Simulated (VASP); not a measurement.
Set up this calculation in VASP 6.6.1, as the native input.

| Quantity | Value |
| --- | --- |
| Task | single point |
| Functional | r2SCAN |
| Potentials or basis | VASP PAW PBE potentials, release 64 (Ga_d, Sb) |
| Cutoff | 520 eV |
| k mesh | 4 × 4 × 4 |
| Occupations | fermi-dirac, width 0.1 eV |
| Spin | no spin polarisation |
| Dipole correction | no |
| Further INCAR settings | ALGO = Normal; EDIFF = 1e-06; NBANDS = 22 |

The system is GaSb3.

```xyz
4
Lattice="0.0000 3.7306 3.7306 3.7306 0.0000 3.7306 3.7306 3.7306 0.0000" Properties=species:S:1:pos:R:3 pbc="T T T"
Ga    0.0373    0.0000    0.0373
Sb    1.8653    1.8653    1.8653
Sb    5.5959    5.5959    5.5959
Sb    3.7306    3.7306    3.7306
```

One way to write it, as run:

POSCAR

```
GaSb3
1.0
    0.0000000000      3.7305950000      3.7305950000
    3.7305950000      0.0000000000      3.7305950000
    3.7305950000      3.7305950000      0.0000000000
Ga Sb
1 3
Direct
    0.0000000000      0.0100000000      0.0000000000
    0.2500000000      0.2500000000      0.2500000000
    0.7500000000      0.7500000000      0.7500000000
    0.5000000000      0.5000000000      0.5000000000
```

INCAR.step1

```
SYSTEM = GaSb3
PREC = Accurate
ENCUT = 520
ISMEAR = -1
SIGMA = 0.1
LREAL = .False.
LASPH = .True.
NELM = 100
NBANDS = 22
GGA = PE
ALGO = Normal
EDIFF = 1E-4
LWAVE = .True.
LCHARG = .False.
```

INCAR.step2

```
SYSTEM = GaSb3
PREC = Accurate
ENCUT = 520
EDIFF = 1E-6
ISMEAR = -1
SIGMA = 0.1
LREAL = .False.
LASPH = .True.
NELM = 100
ALGO = Normal
ISIF = 2
LWAVE = .False.
LCHARG = .False.
METAGGA = R2SCAN
LMIXTAU = .True.
NBANDS = 22
ISTART = 1
```

KPOINTS

```
Automatic mesh
0
Gamma
  4 4 4
  0 0 0
```

Potentials or basis: VASP PAW PBE potentials, release 64 (Ga_d, Sb).

Launch:

```bash
$ cat potpaw_PBE.64/Ga_d/POTCAR potpaw_PBE.64/Sb/POTCAR > POTCAR
$ cp INCAR.step1 INCAR
$ mpirun -np 1 vasp_std > vasp.out
$ cp INCAR.step2 INCAR
$ mpirun -np 1 vasp_std > vasp.out
```

Results of the run:

The pressure is -3.0 GPa. The largest force is 0.023 eV/Å and the band gap on the k mesh is zero (band 14 reaches 8.79 eV, above the bottom of band 15 at 4.84 eV).

Caveat: the k points lie up to 0.36 Å⁻¹ apart; the PAW data sets were made with another functional, which shifts forces and pressure a little; spin-orbit coupling is left out, which moves the levels of the heavy elements.

It took 2.2 min on 1 thread of Intel Xeon 6975P-C, on a shared host, peak memory 0.27 GiB.
